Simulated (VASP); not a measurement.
# SiW6 in VASP: notebook, part 2 of 2

VASP 6.6.1. The steps go on from the part before.

## (4) Single point, PBE+D3(BJ)

Input file INCAR:

```
ALGO = Normal
DIPOL = 0.5 0.5 0.318
EDIFF = 1E-6
ENCUT = 520
GGA = PE
IDIPOL = 3
ISIF = 2
ISMEAR = 0
IVDW = 12
LASPH = T
LCHARG = F
LDIPOL = T
LREAL = F
LWAVE = F
NBANDS = 53
NELM = 60
PREC = Accurate
SIGMA = 0.1
```

Input file KPOINTS:

```
k-points
0
Gamma
  6 6 1
```

Input file POSCAR:

```
SiW6
1.0
    4.4682526257      0.0000000000      0.0000000000
   -2.2341263128      3.8696202844      0.0000000000
    0.0000000000      0.0000000000     21.6259061357
W Si
6 1
Direct
    0.6666666667      0.3333333333      0.1849633479
    0.3333333333      0.6666666667      0.2271386095
    0.0000000000      0.0000000000      0.2693138710
    0.6666666667      0.3333333333      0.3085097946
    0.3333333333      0.6666666667      0.3483008428
    0.0000000000      0.0000000000      0.3849968683
    0.4444444444      0.1111111111      0.5005989607
```

Potentials or basis: VASP PAW PBE potentials, release 64 (W_sv, Si).

The run is started by

```sh
> cat potpaw_PBE.64/W_sv/POTCAR potpaw_PBE.64/Si/POTCAR > POTCAR
> mpirun -np 1 vasp_std > vasp.out
```

OUTCAR:

```text
EDIFF = 1E-6
   ENCUT = 520
   GGA = PE
   ISIF = 2
   ISMEAR = 0
   IVDW = 12
   LASPH = T
   LREAL = F
   NELM = 60
   PREC = Accurate
 IVDW          = 12

 ion  position               nearest neighbor table
   1  0.667  0.333  0.185-   4 2.67   2 2.74   2 2.74   2 2.74   3 3.16   3 3.16   3 3.16
   2  0.333  0.667  0.227-   5 2.62   3 2.74   3 2.74   3 2.74   1 2.74   1 2.74   1 2.74   4 3.12
                             4 3.12   4 3.12
   3  0.000  0.000  0.269-   6 2.50   4 2.72   4 2.72   4 2.72   2 2.74   2 2.74   2 2.74   5 3.09
                             5 3.09   5 3.09   1 3.16   1 3.16   1 3.16
   4  0.667  0.333  0.309-   1 2.67   3 2.72   3 2.72   3 2.72   5 2.72   5 2.72   5 2.72   6 3.06
                             6 3.06   6 3.06   2 3.12   2 3.12   2 3.12
   5  0.333  0.667  0.348-   2 2.62   6 2.70   6 2.70   6 2.70   4 2.72   4 2.72   4 2.72   3 3.09
                             3 3.09   3 3.09
   6  0.000  0.000  0.385-   3 2.50   5 2.70   5 2.70   5 2.70   4 3.06   4 3.06   4 3.06   7 3.07

   7  0.444  0.111  0.501-   6 3.07

  LATTYP: Found a hexagonal cell.
 ALAT       =     4.4682526257
 C/A-ratio  =     4.8399022945

  Lattice vectors:

 A1 = (   4.4682526257,   0.0000000000,   0.0000000000)
 A2 = (  -2.2341263128,   3.8696202844,   0.0000000000)
 A3 = (   0.0000000000,   0.0000000000,  21.6259061357)

Analysis of symmetry for initial positions (statically):
=====================================================================
 Subroutine PRICEL returns:
 Original cell was already a primitive cell.

 Routine SETGRP: Setting up the symmetry group for a
 hexagonal supercell.

 Subroutine GETGRP returns: Found  1 space group operations
 (whereof  1 operations were pure point group operations)
 out of a pool of 24 trial point group operations.

The static configuration has the point symmetry C_1 .

Analysis of symmetry for dynamics (positions and initial velocities):
=====================================================================
 Subroutine PRICEL returns:
 Original cell was already a primitive cell.

 Routine SETGRP: Setting up the symmetry group for a
 hexagonal supercell.

 Subroutine GETGRP returns: Found  1 space group operations
 (whereof  1 operations were pure point group operations)
 out of a pool of 24 trial point group operations.

The dynamic configuration has the point symmetry C_1 .

 Subroutine INISYM returns: Found  1 space group operations
 (whereof  1 operations are pure point group operations),
 and found     1 'primitive' translations

----------------------------------------------------------------------------------------

                                     Primitive cell

  volume of cell :     373.9215

  direct lattice vectors                    reciprocal lattice vectors
     4.468252626  0.000000000  0.000000000     0.223801133  0.129211644  0.000000000
    -2.234126313  3.869620284  0.000000000     0.000000000  0.258423289  0.000000000
     0.000000000  0.000000000 21.625906136     0.000000000  0.000000000  0.046240837

  length of vectors
     4.468252626  4.468252626 21.625906136     0.258423289  0.258423289  0.046240837

  position of ions in fractional coordinates (direct lattice)
     0.666666667  0.333333333  0.184963348
     0.333333333  0.666666667  0.227138610
[... 66 lines left out ...]
   total plane-waves  NPLWV = 209952
   dimension x,y,z NGX =    36 NGY =   36 NGZ =  162
   dimension x,y,z NGXF=    72 NGYF=   72 NGZF=  324
   ions per type =               6   1
   NGX,Y,Z   is equivalent  to a cutoff of  13.39, 13.39, 12.45 a.u.
   NGXF,Y,Z  is equivalent  to a cutoff of  26.79, 26.79, 24.91 a.u.
 SYSTEM =  unknown system
   PREC   = accura    normal or accurate (medium, high low for compatibility)
   ISTART =      0    job   : 0-new  1-cont  2-samecut
   ICHARG =      2    charge: 1-file 2-atom 10-const
   ISPIN  =      1    spin polarized calculation?
   LNONCOLLINEAR =      F non collinear calculations
   LSORBIT =      F    spin-orbit coupling
   LASPH  =      T    aspherical Exc in radial PAW
   ENCUT  =  520.0 eV  38.22 Ry    6.18 a.u.   8.31  8.31 40.21*2*pi/ulx,y,z
   NELM   =     60;   NELMIN=  2; NELMDL= -5     # of ELM steps
   EDIFF  = 0.1E-05   stopping-criterion for ELM
   LREAL  =      F    real-space projection
   EDIFFG = 0.1E-04   stopping-criterion for IOM
   NSW    =      0    number of steps for IOM
   IBRION =     -1    ionic relax: 0-MD 1-quasi-New 2-CG
   NFREE  =      0    steps in history (QN), initial steepest desc. (CG)
   ISIF   =      2    stress and relaxation
   ISYM   =      2    0-nonsym 1-usesym 2-fastsym
   POTIM  = 0.5000    time-step for ionic-motion
   TEBEG  =    0.0;   TEEND  =   0.0 temperature during run
   PSTRESS=    0.0 pullay stress
   NELECT =      88.0000    total number of electrons
   NUPDOWN=      -1.0000    fix difference up-down
   EMIN   =  10.00;   EMAX   =-10.00  energy-range for DOS
   EFERMI =   0.00;   METHOD = LEGACY
   ISMEAR =     0;   SIGMA  =   0.10  broadening in eV -4-tet -1-fermi 0-gaus
   EFERMI_NEDOS =   21; number of points for ismear=-14 and -15
   IALGO  =     38    algorithm
   IMIX   =      4    mixing-type and parameters
     AMIX     =   0.40;   BMIX     =  1.00
     AMIX_MAG =   1.60;   BMIX_MAG =  1.00
  volume/ion in A,a.u.               =      53.42       360.48
  Fermi-wavevector in a.u.,A,eV,Ry     =   1.010747  1.910034 13.899828  1.021609
  Thomas-Fermi vector in A             =   2.143754
   LORBIT       =      0    0 simple, 1 ext, 2 COOP (PROOUT), +10 PAW based schemes
   GGA     = PE    functional components
   LHFCALC =     F    Hartree Fock is set to
   AEXX    =    0.0000 exact exchange contribution
   IVDW    =    12    specifies the selected vdW correction
   LEPSILON=     F    determine dielectric tensor
   LRPA    =     F    only Hartree local field effects (RPA)
 non-spin polarized calculation
 Gauss-broadening in eV      SIGMA  =   0.10
  energy-cutoff  :      520.00
  volume of cell :      373.92
 maximum number of plane-waves:     10113
 NGX is ok and might be reduce to    36
   NGX = 17   NGY = 17   NGZ = 81

 dipolmoment           0.000000      0.000000     -0.313831 electrons x Angstroem

 number of electron      88.0000001 magnetization

 dipolmoment           0.000000      0.000000      0.061918 electrons x Angstroem

 Free energy of the ion-electron system (eV)
  ---------------------------------------------------
  ext. energy  EPLUGINS =         0.00000000
  ---------------------------------------------------
  free energy    TOTEN  =       -73.13464804 eV

  energy without entropy =      -73.09724308  energy(sigma->0) =      -73.11594556

 E-fermi :   0.3455     XC(G=0):  -5.3136

 val. band max:        0.3358244387   @ k =  -0.1667   0.5000   0.0000
 cond. band min:       0.3583573478   @ k =   0.0000   0.5000   0.0000
 fundamental gap:      0.0225329091
 Fermi energy:         0.3455452633

 k-point     1 :       0.0000    0.0000    0.0000
  band No.  band energies     occupation
      1     -73.6797      2.00000
      2     -73.5584      2.00000
      3     -73.5467      2.00000
      4     -73.4574      2.00000
      5     -73.3700      2.00000
      6     -73.3020      2.00000
[... 1109 lines left out ...]
     52       1.8152      0.00000
     53       2.2683      0.00000

------------------------ aborting loop because EDIFF is reached ----------------------------------------

 vacuum level on the upper side and lower side of the slab       (xc-potential included)         0.131        -0.501

 Edisp (eV)   -2.87028

 E8    (eV) :    -1.5061

  FORCE on cell =-STRESS in cart. coord.  units (eV):
  Direction    XX          YY          ZZ          XY          YZ          ZX
  --------------------------------------------------------------------------------------
  -------------------------------------------------------------------------------------
  Total      -8.34746    -8.03878    -7.97927     0.03440    -0.77032    -0.69097
  in kB     -35.76718   -34.44453   -34.18956     0.14741    -3.30066    -2.96067
  external pressure =      -34.80 kB  Pullay stress =        0.00 kB

 VOLUME and BASIS-vectors are now :
 -----------------------------------------------------------------------------
  energy-cutoff  :      520.00
  volume of cell :      373.92
      direct lattice vectors                 reciprocal lattice vectors
     4.468252626  0.000000000  0.000000000     0.223801133  0.129211644  0.000000000
    -2.234126313  3.869620284  0.000000000     0.000000000  0.258423289  0.000000000
     0.000000000  0.000000000 21.625906136     0.000000000  0.000000000  0.046240837

 POSITION                                       TOTAL-FORCE (eV/Angst)
 -----------------------------------------------------------------------------------
      2.23413      1.28987      4.00000         0.001156     -0.129111      2.053897
     -0.00000      2.57975      4.91208        -0.074775      0.030021     -0.688189
      0.00000      0.00000      5.82416         0.180752      0.110272     -1.917796
      2.23413      1.28987      6.67180        -0.064472      0.159196      0.002429
     -0.00000      2.57975      7.53232        -0.158026      0.053632      0.960648
      0.00000      0.00000      8.32591         0.403868      0.033821      1.740986
      1.73765      0.42996     10.82591        -0.288504     -0.257831     -2.151975
 -----------------------------------------------------------------------------------
    total drift:                               -0.000049      0.000036     -0.000719

  FREE ENERGIE OF THE ION-ELECTRON SYSTEM (eV)
  ---------------------------------------------------
  free  energy   TOTEN  =       -76.0049236549 eV

  energy  without entropy=      -75.9675186938  energy(sigma->0) =      -75.98622117

 vacuum level on the upper side and lower side of the slab         4.730         4.088
```

Run time: 8.8 min. Hardware: 1 thread of AMD EPYC 9R45 (Zen 5), shared host; peak memory 0.64 GiB.

Results:

```yaml
Free_energy: -76.0049 eV
Largest_force: 2.186 eV/Å
Band_gap_on_the_k_mesh: zero (bands 44 and 45 overlap by 0.09 eV)
Dispersion_energy_per_atom: -0.410 eV
```

Forces on the atoms (eV/Å):
```
W    0.001 -0.129  2.054
W   -0.075  0.030 -0.688
W    0.181  0.110 -1.918
W   -0.064  0.159  0.002
W   -0.158  0.054  0.961
W    0.404  0.034  1.741
Si  -0.289 -0.258 -2.152
```

Caveat: spin-orbit coupling is left out, which moves the levels of the heavy elements.

## (5) The runs side by side

```csv
cell,gap on the mesh (eV),largest force (eV/Å)
"as given, atomic positions A",none,2.18
"as given, atomic positions B",none,2.17
"as given, atomic positions C",none,2.19
```

Alike in all rows: task single point; level PBE+D3(BJ); potentials or basis VASP PAW PBE potentials, release 64 (W_sv, Si); no spin polarisation; k mesh 6 × 6 × 1; cutoff (eV) 520; smearing gaussian 0.1 eV.

Caveats: spin-orbit coupling is left out, which moves the levels of the heavy elements.

Total energies depend on the potentials used, so only differences within one code and one set of settings carry meaning.

The gap in the log of VASP goes by the Fermi energy; the results here count the filled bands.